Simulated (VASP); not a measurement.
# Al (I4/mmm) in VASP: further runs, part 2 of 2

VASP 6.6.1. Earlier steps stand in the parts before.

### Step 3. Single point, LDA (strain +0.000 along x and y, +0.025 along z)

Contents of INCAR:

```
PREC = Accurate
ENCUT = 520
EDIFF = 1E-6
ISMEAR = 0
SIGMA = 0.15
LREAL = F
LASPH = T
NELM = 60
ALGO = Normal
ISIF = 2
LWAVE = F
LCHARG = T
LELF = T
LVHAR = T
NBANDS = 8
```

Contents of KPOINTS:

```
Automatic mesh
0
Gamma
  20 20 20
```

Contents of POSCAR:

```
Al
1.0
   -1.5912186900      1.5912186900      1.6309991572
    1.5912186900     -1.5912186900      1.6309991572
    1.5912186900      1.5912186900     -1.6309991572
Al
1
Direct
    0.0000000000      0.0000000000      0.0000000000
```

Potentials or basis: VASP PAW LDA potentials, release 64 (Al).

Launch:

```
cat potpaw_LDA.64/Al/POTCAR > POTCAR
mpirun -np 1 vasp_std > vasp.out
```

OUTCAR:

```text
PREC = Accurate
   ENCUT = 520
   EDIFF = 1E-6
   ISMEAR = 0
   LREAL = F
   LASPH = T
   NELM = 60
   ISIF = 2

 ion  position               nearest neighbor table
   1  0.000  0.000  0.000-

  LATTYP: Found a body centered tetragonal cell.
 ALAT       =     3.1824373800
 C/A-ratio  =     1.0250000000

  Lattice vectors:

 A1 = (  -1.5912186900,   1.5912186900,   1.6309991572)
 A2 = (   1.5912186900,  -1.5912186900,   1.6309991572)
 A3 = (   1.5912186900,   1.5912186900,  -1.6309991572)

Analysis of symmetry for initial positions (statically):
=====================================================================
 Subroutine PRICEL returns:
 Original cell was already a primitive cell.

 Routine SETGRP: Setting up the symmetry group for a
 body centered tetragonal supercell.

 Subroutine GETGRP returns: Found 16 space group operations
 (whereof 16 operations were pure point group operations)
 out of a pool of 16 trial point group operations.

The static configuration has the point symmetry D_4h.

Analysis of symmetry for dynamics (positions and initial velocities):
[... 153 lines left out ...]
  ---------------------------------------------------
  free energy    TOTEN  =        -4.09282095 eV

  energy without entropy =       -4.08784799  energy(sigma->0) =       -4.09033447

 E-fermi :   7.7753     XC(G=0): -10.3430

 val. band max:        7.7699446641   @ k =  -0.3500  -0.4000   0.2500
 cond. band min:       7.7759302418   @ k =  -0.1500   0.4000   0.1000
 fundamental gap:      0.0059855778
 Fermi energy:         7.7752729681

 k-point     1 :       0.0000    0.0000    0.0000
  band No.  band energies     occupation
      1      -3.3078      2.00000
      2      20.7899      0.00000
      3      20.7899      0.00000
      4      21.3505      0.00000
      5      22.0387      0.00000
      6      22.2480      0.00000
      7      22.2480      0.00000
      8      23.7068      0.00000
[... 243 lines left out ...]
 k-point    24 :      -0.3500    0.0500    0.0000
  band No.  band energies     occupation
      1      -0.2670      2.00000
      2       9.1830      0.00000
      3      15.7838      0.00000
      4      16.7982      0.00000
      5      19.2359      0.00000
      6      20.4971      0.00000
      7      24.8955      0.00000
      8      27.5324      0.00000

 [... further k-points ...]
[... 5 lines left out ...]
  --------------------------------------------------------------------------------------
  -------------------------------------------------------------------------------------
  Total       -0.1695857     -0.1695857     -0.0641630      0.0000000      0.0000000      0.0000000
  in kB      -16.4484981    -16.4484981     -6.2233141      0.0000000      0.0000000      0.0000000
  external PRESSURE =     -13.0401034 kB  Pullay stress =       0.0000000 kB

 VOLUME and BASIS-vectors are now :
 -----------------------------------------------------------------------------
  energy-cutoff  :      520.00
  volume of cell :       16.52
      direct lattice vectors                 reciprocal lattice vectors
    -1.591218690  1.591218690  1.630999157     0.000000000  0.314224565  0.306560551
     1.591218690 -1.591218690  1.630999157     0.314224565  0.000000000  0.306560551
     1.591218690  1.591218690 -1.630999157     0.314224565  0.314224565  0.000000000

 POSITION                                       TOTAL-FORCE (eV/Angst)
 -----------------------------------------------------------------------------------
      0.00000      0.00000      0.00000        -0.000000      0.000000      0.000000
 -----------------------------------------------------------------------------------
    total drift:                                0.000000      0.000000      0.000000

  FREE ENERGIE OF THE ION-ELECTRON SYSTEM (eV)
  ---------------------------------------------------
  free  energy   TOTEN  =        -4.0928209531 eV

  energy  without entropy=       -4.0878479866  energy(sigma->0) =       -4.09033447
```

stdout:

```text
POSCAR found type information on POSCAR Al
 POSCAR found :  1 types and       1 ions
 scaLAPACK will be used
 LDA part: xc-table for (Slater(with rela. corr.)+CA(PZ))
 , standard interpolation
 POSCAR, INCAR and KPOINTS ok, starting setup
 FFT: planning ... GRIDC
 FFT: planning ... GRID_SOFT
 FFT: planning ... GRID
 WAVECAR not read
 entering main loop
```

It took 87 s on 1 thread of AMD EPYC 7R13, shared host; peak memory 0.15 GiB.

What came out:

- Free energy: -4.0928 eV
- Pressure: -1.3 GPa
- Band gap on the k mesh: zero (an odd number of electrons rules out a gap without spin polarisation)

Caveat: the cell differs from its parent crystal (strain +0.000 along x and y, +0.025 along z).

### Step 4. Single point, LDA (strain +0.025 along x and y, -0.025 along z)

Contents of INCAR:

```
  ALGO = Normal
  EDIFF = 1E-6
  ENCUT = 520
  ISIF = 2
  ISMEAR = 0
  LASPH = True
  LCHARG = False
  LREAL = False
  LWAVE = False
  NBANDS = 8
  NELM = 80
  PREC = Accurate
  SIGMA = 0.15
```

Contents of KPOINTS:

```
k-points
0
Gamma
  20 20 20
```

Contents of POSCAR:

```
Al
1.0
   -1.6309991572      1.6309991572      1.5514382228
    1.6309991572     -1.6309991572      1.5514382228
    1.6309991572      1.6309991572     -1.5514382228
Al
1
Direct
    0.0000000000      0.0000000000      0.0000000000
```

Potentials or basis: VASP PAW LDA potentials, release 64 (Al).

Launch:

```
cat potpaw_LDA.64/Al/POTCAR > POTCAR
mpirun -np 1 vasp_std > vasp.out
```

OUTCAR:

```text
EDIFF = 1E-6
   ENCUT = 520
   ISIF = 2
   ISMEAR = 0
   LASPH = True
   LREAL = False
   NELM = 80
   PREC = Accurate

 ion  position               nearest neighbor table
   1  0.000  0.000  0.000-

  LATTYP: Found a body centered tetragonal cell.
 ALAT       =     3.2619983144
 C/A-ratio  =     0.9512195123

  Lattice vectors:

 A1 = (  -1.6309991572,   1.6309991572,   1.5514382228)
 A2 = (   1.6309991572,  -1.6309991572,   1.5514382228)
 A3 = (   1.6309991572,   1.6309991572,  -1.5514382228)

[... 434 lines left out ...]
  band No.  band energies     occupation
      1      -0.2228      2.00000
      2       9.5827      0.00000
      3      15.0461      0.00000
      4      16.7471      0.00000
      5      18.4511      0.00000
      6      20.5312      0.00000
      7      26.3544      0.00000
      8      27.3083      0.00000

 [... further k-points ...]
[... 5 lines left out ...]
  --------------------------------------------------------------------------------------
  -------------------------------------------------------------------------------------
  Total       -0.0702508     -0.0702508     -0.2693884      0.0000000     -0.0000000      0.0000000
  in kB       -6.8180473     -6.8180473    -26.1449304      0.0000000     -0.0000000      0.0000000
  external PRESSURE =     -13.2603417 kB  Pullay stress =       0.0000000 kB

 VOLUME and BASIS-vectors are now :
 -----------------------------------------------------------------------------
  energy-cutoff  :      520.00
  volume of cell :       16.51
      direct lattice vectors                 reciprocal lattice vectors
    -1.630999157  1.630999157  1.551438223     0.000000000  0.306560551  0.322281605
     1.630999157 -1.630999157  1.551438223     0.306560551  0.000000000  0.322281605
     1.630999157  1.630999157 -1.551438223     0.306560551  0.306560551  0.000000000

 POSITION                                       TOTAL-FORCE (eV/Angst)
 -----------------------------------------------------------------------------------
      0.00000      0.00000      0.00000         0.000000     -0.000000     -0.000000
 -----------------------------------------------------------------------------------
    total drift:                                0.000000      0.000000      0.000000

  FREE ENERGIE OF THE ION-ELECTRON SYSTEM (eV)
  ---------------------------------------------------
  free  energy   TOTEN  =        -4.0952189140 eV

  energy  without entropy=       -4.0905422857  energy(sigma->0) =       -4.09288060
```

OSZICAR:

```text
N       E                     dE             d eps       ncg     rms          rms(c)
DAV:   1    -0.271777760864E+01   -0.27178E+01   -0.90488E+02 10320   0.208E+02
DAV:   2    -0.411785937952E+01   -0.14001E+01   -0.13490E+01 14528   0.186E+01
DAV:   3    -0.412493500803E+01   -0.70756E-02   -0.70717E-02 12304   0.144E+00
DAV:   4    -0.412494868830E+01   -0.13680E-04   -0.13679E-04 15512   0.600E-02
DAV:   5    -0.412494871208E+01   -0.23775E-07   -0.24015E-07 12464   0.155E-03    0.131E+00
DAV:   6    -0.410670658080E+01    0.18242E-01   -0.31313E-03 11400   0.214E-01    0.727E-01
DAV:   7    -0.409524452084E+01    0.11462E-01   -0.76551E-03 11600   0.328E-01    0.152E-01
DAV:   8    -0.409521897201E+01    0.25549E-04   -0.30397E-05 14112   0.353E-02    0.129E-02
DAV:   9    -0.409521891403E+01    0.57975E-07   -0.16177E-07 13064   0.197E-03
   1 F= -.40952189E+01 E0= -.40928806E+01  d E =-.467663E-02
```

stdout:

```text
POSCAR found type information on POSCAR Al
 POSCAR found :  1 types and       1 ions
 scaLAPACK will be used
 LDA part: xc-table for (Slater(with rela. corr.)+CA(PZ))
 , standard interpolation
 POSCAR, INCAR and KPOINTS ok, starting setup
 FFT: planning ... GRIDC
 FFT: planning ... GRID_SOFT
 FFT: planning ... GRID
 WAVECAR not read
 entering main loop
```

Run time: 99 s. Hardware: 1 thread of AMD EPYC 7R13, shared host; peak memory 0.15 GiB.

What came out:

- Free energy: -4.0952 eV
- Pressure: -1.3 GPa
- Band gap on the k mesh: zero (an odd number of electrons rules out a gap without spin polarisation)

Levels at points of the mesh, in eV from the Fermi level:
```csv
k point,band 1,band 2,band 3,band 4,band 5
"(0.00, 0.00, 0.00)",-11.09,12.44,13.62,13.62,14.15
"(0.50, 0.00, 0.00)",-4.19,-3.71,7.75,7.95,9.53
"(0.50, 0.50, 0.00)",-4.43,-4.18,8.70,9.01,10.75
"(0.50, 0.50, 0.50)",1.39,1.39,2.79,2.80,3.08
```

Caveat: the cell differs from its parent crystal (strain +0.025 along x and y, -0.025 along z).

### Step 5. Summary

| cell | gap on the mesh (eV) | pressure (GPa) |
| --- | --- | --- |
| a = 2.734 Å, angles 110.8, 110.8, 106.7°, 1 atom | none | 2.6 |
| a = 2.779 Å, angles 110.1, 110.1, 108.1°, 1 atom | none | -1.3 |
| a = 2.780 Å, angles 108.1, 108.1, 112.1°, 1 atom | none | -1.3 |

Alike in all rows: task single point; level LDA; potentials or basis VASP PAW LDA potentials, release 64 (Al); no spin polarisation; k mesh 20 × 20 × 20; cutoff (eV) 520; smearing gaussian 0.15 eV.

Total energies depend on the potentials used, so only differences within one code and one set of settings carry meaning.
